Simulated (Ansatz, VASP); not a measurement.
# One calculation of GaN, two programs

```
Ga N
1.0
     0.00000    2.24912    2.24912
     2.24912    0.00000    2.24912
     2.24912    2.24912    0.00000
Ga N
1 1
Direct
  0.00000 0.00000 0.00000
  0.25000 0.25000 0.25000
```

Alike in both runs: task single point; functional PBEsol; k mesh 6 × 6 × 6; occupations gaussian, width 0.02 eV; no spin polarisation.

|  | VASP | Ansatz |
| --- | --- | --- |
| version | VASP 6.6.1 | Ansatz 0.2.0 |
| potentials or method | VASP PAW PBE potentials, release 64 (Ga_d, N), cutoff 600 eV | scalar-relativistic, plane waves, PAW |
| valence electrons in the cell | 18 | 18 |

Ansatz gave:

- gap on the k mesh at the Fermi level (eV): 1.70
- least direct gap on the mesh (eV): 1.70
- pressure (GPa): -0.1

**Question.** Which values does VASP return?

**Answer.** gap on the k mesh at the Fermi level (eV): 1.72; least direct gap on the mesh (eV): 1.72; pressure (GPa): -0.4.

VASP's potentials were made for PBE, not for PBEsol.
